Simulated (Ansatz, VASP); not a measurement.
# Pb: VASP beside Ansatz

The input INCAR:

```
SYSTEM = Pb
PREC     = Accurate       ! precision mode
ENCUT    = 520            ! plane-wave cutoff, eV
EDIFF    = 1E-7           ! SCF threshold, eV
ISMEAR   = -1             ! smearing method
SIGMA    = 0.05           ! smearing width, eV
LREAL    = .FALSE.        ! projectors in reciprocal space
LASPH    = .TRUE.         ! aspherical terms in the spheres
NELM     = 60             ! most SCF steps
ALGO     = Normal         ! electronic algorithm
ISIF     = 2              ! what is computed and relaxed
LWAVE    = .FALSE.        ! write WAVECAR
LCHARG   = .FALSE.        ! write CHGCAR
GGA      = PE             ! functional
NBANDS   = 21             ! bands
```

File KPOINTS:

```
regular mesh
0
G
  8 8 8
  0 0 0
```

The input POSCAR:

```
Pb
1.0
    0.0000000000      3.4390000555      3.3702200544
    3.4390000555      0.0000000000      3.3702200544
    3.4390000555      3.4390000555      0.0000000000
Pb
2
Direct
    0.0000000000      0.0000000000      0.0000000000
    0.2500000000      0.2500000000      0.2500000000
```

Input for Ansatz:

```yaml
crystal:
  lattice:
    - [0.0, 3.4390000555, 3.3702200544]
    - [3.4390000555, 0.0, 3.3702200544]
    - [3.4390000555, 3.4390000555, 0.0]
  atoms:
    - { symbol: Pb, position: [0.0, 0.0, 0.0] }
    - { symbol: Pb, position: [0.25, 0.25, 0.25] }
kpoints:
  mp_grid: { grid: [8, 8, 8] }
  band_path:
    path:
      - [0.0, 0.0, 0.0]
      - [0.0, 0.5, 0.5]
      - [0.25, 0.75, 0.5]
      - [0.0, 0.5, 0.0]
      - [0.0, 0.0, 0.0]
      - [0.5, 0.5, 0.0]
      - [0.3801541025, 0.6198458975, 0.0]
      - [-0.3801541025, 0.3801541025, 0.0]
      - [0.0, 0.0, 0.0]
    npoints: 5
scf:
  occupations: { method: fermi_dirac, width: 0.05 }
hamiltonian:
  xc: pbe
  pseudopotentials: { kind: all_electron, lapw: { basis_error: 0.00025 } }
output:
  forces: true
  stress: true
  eigenvalues: true
```

Change from the starting cell: zz strain of -2 %.

Alike in both runs: task single point; functional PBE; k mesh 8 × 8 × 8; occupations fermi-dirac, width 0.05 eV; no spin polarisation.

|  | VASP | Ansatz |
| --- | --- | --- |
| version | VASP 6.6.1 | Ansatz 0.2.0 |
| potentials or method | VASP PAW PBE potentials, release 64 (Pb_d), cutoff 520 eV | all-electron LAPW, scalar-relativistic |

Ansatz gave:

- pressure (GPa): 3.1
- traceless stress, the component that is largest in VASP (GPa): 0.10

What did VASP give for the same quantities?

Pressure (GPa): 3.1; traceless stress, the component that is largest in VASP (GPa): 0.11.

Ansatz ran all-electron here, and VASP with PAW potentials.

Neither program's run includes spin-orbit coupling.
